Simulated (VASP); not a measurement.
# InAs (F-43m) in VASP: further runs

Runs on InAs. Level: PBEsol. Tasks: single point, relaxation of cell and atoms.

Everything below comes from runs of VASP 6.6.1. Logs are shortened: lines on timing, memory, paths and dates and some standing lists are left out, and cuts for length are marked.

## Step 1: The cell of the first run

The structure is cubic, space group F-43m (No. 216). Conventional cell: a = 6.126 Å, b = 6.126 Å, c = 6.126 Å, α = 90.00°, β = 90.00°, γ = 90.00°. In (site symmetry -43m) has 4 As at 2.65 Å within 3.5 Å. Within 3.5 Å of As (site symmetry -43m) lie 4 In at 2.65 Å.

## Step 2: Single point, PBEsol

Contents of INCAR:

```
PREC     = Accurate       # precision mode
ENCUT    = 520            # plane-wave cutoff, eV
EDIFF    = 1E-7           # SCF threshold, eV
ISMEAR   = -1             # smearing method
SIGMA    = 0.15           # smearing width, eV
LREAL    = F              # projectors in reciprocal space
LASPH    = T              # aspherical terms in the spheres
NELM     = 60             # most SCF steps
ALGO     = Normal         # electronic algorithm
ISIF     = 2              # what is computed and relaxed
LWAVE    = F              # write WAVECAR
LCHARG   = T              # write CHGCAR
GGA      = PS             # functional
LELF     = T              # ELF
LVHAR    = T            
NBANDS   = 16             # bands
```

Contents of KPOINTS:

```
Automatic mesh
0
Gamma
  12 12 12
```

Contents of POSCAR:

```
InAs
1.0
    0.0000000000      3.0632019933      3.0632019933
    3.0632019933      0.0000000000      3.0632019933
    3.0632019933      3.0632019933      0.0000000000
In As
1 1
Direct
    0.0000000000      0.0000000000      0.0000000000
    0.7500000000      0.7500000000      0.7500000000
```

Potentials or basis: VASP PAW PBE potentials, release 64 (In_d, As).

Command:

```console
cat potpaw_PBE.64/In_d/POTCAR potpaw_PBE.64/As/POTCAR > POTCAR
mpirun -np 1 vasp_std > vasp.out
```

OUTCAR:

```text
PREC = Accurate
   ENCUT = 520
   EDIFF = 1E-7
   ISMEAR = -1
   LREAL = F
   LASPH = T
   NELM = 60
   ISIF = 2
   GGA = PS

 ion  position               nearest neighbor table
   1  0.000  0.000  0.000-   2 2.65   2 2.65   2 2.65   2 2.65
   2  0.750  0.750  0.750-   1 2.65   1 2.65   1 2.65   1 2.65

  LATTYP: Found a face centered cubic cell.
 ALAT       =     6.1264039866

  Lattice vectors:

 A1 = (   0.0000000000,   3.0632019933,   3.0632019933)
 A2 = (   3.0632019933,   0.0000000000,   3.0632019933)
 A3 = (   3.0632019933,   3.0632019933,   0.0000000000)

Analysis of symmetry for initial positions (statically):
=====================================================================
 Subroutine PRICEL returns:
 Original cell was already a primitive cell.

 Routine SETGRP: Setting up the symmetry group for a
 face centered cubic supercell.

 Subroutine GETGRP returns: Found 24 space group operations
 (whereof 24 operations were pure point group operations)
 out of a pool of 48 trial point group operations.

The static configuration has the point symmetry T_d .

Analysis of symmetry for dynamics (positions and initial velocities):
=====================================================================
 Subroutine PRICEL returns:
 Original cell was already a primitive cell.

 Routine SETGRP: Setting up the symmetry group for a
 face centered cubic supercell.

 Subroutine GETGRP returns: Found 24 space group operations
 (whereof 24 operations were pure point group operations)
 out of a pool of 48 trial point group operations.

The dynamic configuration has the point symmetry T_d .

 Subroutine INISYM returns: Found 24 space group operations
 (whereof 24 operations are pure point group operations),
 and found     1 'primitive' translations

----------------------------------------------------------------------------------------

                                     Primitive cell

  volume of cell :      57.4853

  direct lattice vectors                    reciprocal lattice vectors
     0.000000000  3.063201993  3.063201993    -0.163227891  0.163227891  0.163227891
     3.063201993  0.000000000  3.063201993     0.163227891 -0.163227891  0.163227891
     3.063201993  3.063201993  0.000000000     0.163227891  0.163227891 -0.163227891

  length of vectors
     4.332021803  4.332021803  4.332021803     0.282719000  0.282719000  0.282719000

  position of ions in fractional coordinates (direct lattice)
     0.000000000  0.000000000  0.000000000
     0.750000000  0.750000000  0.750000000

  ion indices of the primitive-cell ions
   primitive index   ion index
                 1           1
                 2           2

----------------------------------------------------------------------------------------

 KPOINTS: Automatic mesh

Automatic generation of k-mesh.
 Grid dimensions read from file:
 generate k-points for:   12   12   12

 Generating k-lattice:

  Cartesian coordinates                     Fractional coordinates (reciprocal lattice)
    -0.013602324  0.013602324  0.013602324     0.083333333  0.000000000  0.000000000
     0.013602324 -0.013602324  0.013602324     0.000000000  0.083333333  0.000000000
     0.013602324  0.013602324 -0.013602324     0.000000000  0.000000000  0.083333333

  Length of vectors
     0.023559917  0.023559917  0.023559917

  Shift w.r.t. Gamma in fractional coordinates (k-lattice)
     0.000000000  0.000000000  0.000000000

 Subroutine IBZKPT returns following result:
 ===========================================

 Found     72 irreducible k-points:

 Following reciprocal coordinates:
            Coordinates               Weight
  0.000000  0.000000  0.000000      1.000000
  0.083333  0.000000  0.000000      8.000000
  0.166667  0.000000  0.000000      8.000000
  0.250000  0.000000  0.000000      8.000000
  0.333333  0.000000  0.000000      8.000000
  0.416667  0.000000  0.000000      8.000000
[... 16 lines left out ...]
  0.500000  0.166667  0.000000     24.000000
 -0.416667  0.166667  0.000000     24.000000
 [... further k-points ...]
   k-points           NKPTS =     72   k-points in BZ     NKDIM =     72   number of bands    NBANDS=     16
   number of dos      NEDOS =    301   number of ions     NIONS =      2
   total plane-waves  NPLWV =  32768
   dimension x,y,z NGX =    32 NGY =   32 NGZ =   32
   dimension x,y,z NGXF=    64 NGYF=   64 NGZF=   64
   ions per type =               1   1
   NGX,Y,Z   is equivalent  to a cutoff of  12.28, 12.28, 12.28 a.u.
   NGXF,Y,Z  is equivalent  to a cutoff of  24.56, 24.56, 24.56 a.u.
 SYSTEM =  unknown system
   PREC   = accura    normal or accurate (medium, high low for compatibility)
   ISTART =      0    job   : 0-new  1-cont  2-samecut
   ICHARG =      2    charge: 1-file 2-atom 10-const
   ISPIN  =      1    spin polarized calculation?
   LNONCOLLINEAR =      F non collinear calculations
   LSORBIT =      F    spin-orbit coupling
   LASPH  =      T    aspherical Exc in radial PAW
   ENCUT  =  520.0 eV  38.22 Ry    6.18 a.u.   8.05  8.05  8.05*2*pi/ulx,y,z
   NELM   =     60;   NELMIN=  2; NELMDL= -5     # of ELM steps
   EDIFF  = 0.1E-06   stopping-criterion for ELM
   LREAL  =      F    real-space projection
   EDIFFG = 0.1E-05   stopping-criterion for IOM
   NSW    =      0    number of steps for IOM
   IBRION =     -1    ionic relax: 0-MD 1-quasi-New 2-CG
   NFREE  =      0    steps in history (QN), initial steepest desc. (CG)
   ISIF   =      2    stress and relaxation
   ISYM   =      2    0-nonsym 1-usesym 2-fastsym
   POTIM  = 0.5000    time-step for ionic-motion
   TEBEG  =    0.0;   TEEND  =   0.0 temperature during run
   PSTRESS=    0.0 pullay stress
   NELECT =      18.0000    total number of electrons
   NUPDOWN=      -1.0000    fix difference up-down
   EMIN   =  10.00;   EMAX   =-10.00  energy-range for DOS
   EFERMI =   0.00;   METHOD = LEGACY
   ISMEAR =    -1;   SIGMA  =   0.15  broadening in eV -4-tet -1-fermi 0-gaus
   EFERMI_NEDOS =   21; number of points for ismear=-14 and -15
   IALGO  =     38    algorithm
   IMIX   =      4    mixing-type and parameters
     AMIX     =   0.40;   BMIX     =  1.00
     AMIX_MAG =   1.60;   BMIX_MAG =  1.00
  volume/ion in A,a.u.               =      28.74       193.97
  Fermi-wavevector in a.u.,A,eV,Ry     =   1.111681  2.100772 16.814539  1.235834
  Thomas-Fermi vector in A             =   2.248246
   LORBIT       =      0    0 simple, 1 ext, 2 COOP (PROOUT), +10 PAW based schemes
   GGA     = PS    functional components
   LHFCALC =     F    Hartree Fock is set to
   AEXX    =    0.0000 exact exchange contribution
   IVDW    =     0    specifies the selected vdW correction
   LEPSILON=     F    determine dielectric tensor
   LRPA    =     F    only Hartree local field effects (RPA)
 non-spin polarized calculation
  energy-cutoff  :      520.00
  volume of cell :       57.49
 maximum number of plane-waves:      1572
   NGX = 17   NGY = 17   NGZ = 17

 number of electron      17.9999999 magnetization

 Free energy of the ion-electron system (eV)
  ---------------------------------------------------
  ext. energy  EPLUGINS =         0.00000000
  ---------------------------------------------------
  free energy    TOTEN  =        -8.48912012 eV

  energy without entropy =       -8.48498484  energy(sigma->0) =       -8.48705248

 E-fermi :   4.3397     XC(G=0):  -9.1148

 val. band max:        3.9848293218   @ k =   0.0000   0.0000   0.0000
 cond. band min:       4.6470011578   @ k =   0.0833   0.0000   0.0000
 fundamental gap:      0.6621718361
 Fermi energy:         4.3397275326

 k-point     1 :       0.0000    0.0000    0.0000
  band No.  band energies     occupation
      1     -10.2695      2.00000
      2     -10.2695      2.00000
      3     -10.2695      2.00000
      4     -10.1571      2.00000
      5     -10.1571      2.00000
      6      -7.6585      2.00000
[... 8 lines left out ...]
     15      13.5489      0.00000
     16      13.5489      0.00000

 k-point     2 :       0.0833    0.0000    0.0000
  band No.  band energies     occupation
      1     -10.2776      2.00000
      2     -10.2671      2.00000
      3     -10.2671      2.00000
      4     -10.1572      2.00000
      5     -10.1572      2.00000
      6      -7.5903      2.00000
[... 8 lines left out ...]
     15      12.9701      0.00000
     16      12.9701      0.00000

 k-point     3 :       0.1667    0.0000    0.0000
  band No.  band energies     occupation
      1     -10.2991      2.00000
      2     -10.2609      2.00000
      3     -10.2609      2.00000
      4     -10.1571      2.00000
      5     -10.1571      2.00000
      6      -7.3935      2.00000
[... 8 lines left out ...]
     15      12.4721      0.00000
     16      12.4721      0.00000

 k-point     4 :       0.2500    0.0000    0.0000
  band No.  band energies     occupation
      1     -10.3270      2.00000
      2     -10.2532      2.00000
      3     -10.2532      2.00000
      4     -10.1561      2.00000
      5     -10.1561      2.00000
      6      -7.0926      2.00000
[... 8 lines left out ...]
     15      12.4297      0.00000
     16      12.4297      0.00000
[... 324 lines left out ...]
 k-point    22 :       0.4167    0.1667    0.0000
  band No.  band energies     occupation
      1     -10.3777      2.00000
      2     -10.2366      2.00000
      3     -10.2312      2.00000
      4     -10.1651      2.00000
      5     -10.1469      2.00000
      6      -6.4401      2.00000
[... 8 lines left out ...]
     15      13.8553      0.00000
     16      14.5862      0.00000

 k-point    23 :       0.5000    0.1667    0.0000
  band No.  band energies     occupation
      1     -10.3871      2.00000
      2     -10.2356      2.00000
      3     -10.2295      2.00000
      4     -10.1608      2.00000
      5     -10.1480      2.00000
      6      -6.1912      2.00000
[... 8 lines left out ...]
     15      14.1262      0.00000
     16      14.6481      0.00000

 k-point    24 :      -0.4167    0.1667    0.0000
  band No.  band energies     occupation
      1     -10.3869      2.00000
      2     -10.2360      2.00000
      3     -10.2309      2.00000
      4     -10.1565      2.00000
      5     -10.1516      2.00000
      6      -6.1526      2.00000
[... 8 lines left out ...]
     15      13.5081      0.00000
     16      13.8761      0.00000

 [... further k-points ...]

------------------------ aborting loop because EDIFF is reached ----------------------------------------

  FORCE on cell =-STRESS in cart. coord.  units (eV):
  Direction    XX          YY          ZZ          XY          YZ          ZX
  --------------------------------------------------------------------------------------
  -------------------------------------------------------------------------------------
  Total       -0.3339777     -0.3339777     -0.3339777      0.0000000      0.0000000      0.0000000
  in kB       -9.3083179     -9.3083179     -9.3083179      0.0000000      0.0000000      0.0000000
  external PRESSURE =      -9.3083179 kB  Pullay stress =       0.0000000 kB

 VOLUME and BASIS-vectors are now :
 -----------------------------------------------------------------------------
  energy-cutoff  :      520.00
  volume of cell :       57.49
      direct lattice vectors                 reciprocal lattice vectors
     0.000000000  3.063201993  3.063201993    -0.163227891  0.163227891  0.163227891
     3.063201993  0.000000000  3.063201993     0.163227891 -0.163227891  0.163227891
     3.063201993  3.063201993  0.000000000     0.163227891  0.163227891 -0.163227891

 POSITION                                       TOTAL-FORCE (eV/Angst)
 -----------------------------------------------------------------------------------
      0.00000      0.00000      0.00000         0.000000      0.000000      0.000000
      4.59480      4.59480      4.59480        -0.000000     -0.000000      0.000000
 -----------------------------------------------------------------------------------
    total drift:                                0.000000      0.000000     -0.000000

  FREE ENERGIE OF THE ION-ELECTRON SYSTEM (eV)
  ---------------------------------------------------
  free  energy   TOTEN  =        -8.4891201218 eV

  energy  without entropy=       -8.4849848398  energy(sigma->0) =       -8.48705248
```

Wall time 20 s (1 thread of Intel Xeon 6975P-C (Granite Rapids), shared host); peak memory 0.22 GiB.

What came out:

```
Free energy            : -8.4891 eV
Pressure               : -0.9 GPa
Band gap on the k mesh : zero (filled and empty bands touch)
```

Levels at points of the mesh, in eV from the Fermi level:
| k point | band 7 | band 8 | band 9 | band 10 | band 11 | band 12 |
| --- | --- | --- | --- | --- | --- | --- |
| (0.00, 0.00, 0.00) | -0.83 | -0.35 | -0.35 | -0.35 | 3.48 | 3.48 |
| (0.50, 0.00, 0.00) | -5.97 | -1.30 | -1.30 | 0.44 | 4.24 | 4.24 |
| (0.50, 0.50, 0.00) | -6.07 | -2.57 | -2.57 | 1.15 | 1.62 | 8.47 |

Caveat: semilocal functionals underestimate gaps, and a narrow one can read as zero; the PAW data sets were made with another functional, which shifts forces and pressure a little; spin-orbit coupling is left out, which moves the levels of the heavy elements.

[end of part 1 of 2]

The gap in the log of VASP goes by the Fermi energy; the results here count the filled bands.